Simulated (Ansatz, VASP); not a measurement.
One calculation of Co, two programs

The input INCAR:

```
  ALGO = Normal
  EDIFF = 1E-7
  ENCUT = 520
  GGA = PE
  GGA_COMPAT = F
  ISIF = 2
  ISMEAR = -1
  LASPH = T
  LCHARG = T
  LMAXMIX = 4
  LORBIT = 11
  LORBMOM = T
  LREAL = F
  LSORBIT = T
  LVHAR = T
  LWAVE = F
  MAGMOM = 0 0 0 0 0 0
  NBANDS = 30
  NELM = 150
  PREC = Accurate
  SIGMA = 0.1
```

The input KPOINTS:

```
k-points
0
Gamma
  15 15 8
```

The input POSCAR:

```
Co
1.0
    2.4583938885      0.0000000000      0.0000000000
   -1.2291969442      2.1290315600      0.0000000000
    0.0000000000      0.0000000000      3.9606905031
Co
2
Direct
    0.3333333333      0.6666666667      0.2500000000
    0.6666666667      0.3333333333      0.7500000000
```

Input for Ansatz:

```yaml
crystal:
  lattice:
    - [2.4583938885, 0.0, 0.0]
    - [-1.2291969442, 2.12903156, 0.0]
    - [0.0, 0.0, 3.9606905031]
  atoms:
    - { symbol: Co, position: [0.3333333333, 0.6666666667, 0.25] }
    - { symbol: Co, position: [0.6666666667, 0.3333333333, 0.75] }
hamiltonian:
  xc: pbe
  pseudopotentials:
    kind: paw_fr
    azcp:
      Co: "pseudopotentials/Co.paw.azcp"
basis:
  ecutwfc: 420
  fft_grid_basis: typed
kpoints:
  mp_grid: { grid: [15, 15, 8], shift: [0, 0, 0] }
magnetization:
  noncollinear: true
  spin_orbit: true
scf:
  occupations: { method: fermi_dirac, width: 0.1 }
```

Alike in both runs: task single point; functional PBE; k mesh 15 × 15 × 8; occupations fermi-dirac, width 0.1 eV; non-collinear spin, spin-orbit coupling.

```csv
,VASP,Ansatz
version,VASP 6.6.1,Ansatz 0.2.0
potentials or method,"VASP PAW PBE potentials, release 64 (Co), cutoff 520 eV","plane waves (420 eV) with PAW, fully relativistic with spin-orbit coupling"
valence electrons in the cell,18,34
```

|  | VASP | Ansatz | Ansatz less VASP |
| --- | --- | --- | --- |
| net moment per atom (μB) | 0.00 | 0.00 | 0.000 |

VASP's potentials hold 18 valence electrons a cell and Ansatz's 34, so a difference there can come from the potentials and not from the codes.
